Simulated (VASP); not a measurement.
# In4O5: single point with HSE06

The system is In4O5.

```
In O
1.0
     2.74350    1.58396    4.83667
    -2.74350    1.58396    4.83667
     0.00000   -3.16792    4.83667
In O
4 5
Direct
  0.36382 0.35318 0.35178
  0.14464 0.14570 0.14277
  0.64316 0.63402 0.64505
  0.85486 0.85805 0.85992
  0.55163 0.95330 0.25196
  0.94749 0.24107 0.54899
  0.24796 0.54386 0.95940
  0.45421 0.05097 0.75116
  0.05290 0.75104 0.45286
```

* Program: VASP 6.6.1
* Task: single point
* Functional: HSE06
* Potentials or basis: VASP PAW PBE potentials, release 64 (In_d, O)
* Cutoff: 520 eV
* k mesh: 1 × 1 × 1
* Occupations: gaussian, width 0.01 eV
* Spin: no spin polarisation

The pressure is 0.6 GPa. The largest force is 1.072 eV/Å. The band gap on the k mesh is 6.27 eV.

Forces in eV/Å, atoms in the order of the input:
```
In  -0.067 -0.084  1.009
In  -0.220 -0.262 -0.914
In  -0.298  0.588 -0.110
In   0.134  0.235  0.152
O    0.586  0.108 -0.025
O   -0.828  0.229  0.642
O    0.105 -0.164  0.068
O    0.058 -0.266 -0.341
O    0.530 -0.384 -0.481
```

Stress tensor (GPa, compression positive):
```
 0.32 -0.76 -2.09
-0.76  2.03 -1.22
-2.09 -1.22 -0.50
```

Levels at points of the mesh, in eV from the valence-band top:
| k point | band 38 | band 39 | band 40 | band 41 | band 42 | band 43 | band 44 | band 45 |
| --- | --- | --- | --- | --- | --- | --- | --- | --- |
| (0.00, 0.00, 0.00) | -0.29 | -0.22 | -0.06 | 0.00 | 6.27 | 6.68 | 7.81 | 8.05 |

Wall time 48 s on 1 thread of Intel(R) Xeon(R) 6975P-C (Granite Rapids) (shared host), peak memory 0.41 GiB.

Caveat: the k points lie up to 1.39 Å⁻¹ apart; the PAW data sets were made with another functional, which shifts forces and pressure a little; spin-orbit coupling is left out, which moves the levels of the heavy elements. A k mesh can miss the band edges.
